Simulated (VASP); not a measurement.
## As: single point with r2SCAN

Crystal: As.

```xyz
2
Lattice="1.7945 1.0360 5.2316 -1.7945 1.0360 5.2316 0.0000 -2.0721 5.2316" Properties=species:S:1:pos:R:3 pbc="T T T"
As    0.0000    0.0000   12.3959
As    0.0000    0.0000    3.2990
```

This cell differs from its parent crystal: volume scaled by 1.03, then relaxed in part.

```yaml
Program: VASP 6.6.1
Task: single point
Functional: r2SCAN
Potentials_or_basis: VASP PAW PBE potentials, release 64 (As)
Cutoff: 520 eV
k_mesh: 9 × 9 × 9
Occupations: gaussian, width 0.02 eV
Spin: no spin polarisation
```

```yaml
Pressure: -0.1 GPa
Largest_force: 0.055 eV/Å
Band_gap_on_the_k_mesh: 0.85 eV, indirect (least direct gap 1.55 eV)
```

Forces on the atoms (eV/Å):
```
As   0.000  0.000 -0.055
As   0.000  0.000  0.055
```

Stress tensor (GPa, compression positive):
```
-0.10  0.00  0.00
 0.00 -0.10  0.00
 0.00  0.00  0.04
```

Levels at points of the mesh, in eV from the valence-band top:
```
           k point  band 2  band 3  band 4  band 5  band 6  band 7  band 8  band 9
(0.00, 0.00, 0.00)   -7.66   -1.99   -0.74   -0.74    2.10    3.16    3.16    8.45
```

Wall time 3 min on 1 thread of Intel(R) Xeon(R) 6975P-C (Granite Rapids) (shared host), peak memory 0.29 GiB.

Caveat: the PAW data sets were made with another functional, which shifts forces and pressure a little. A k mesh can miss the band edges.
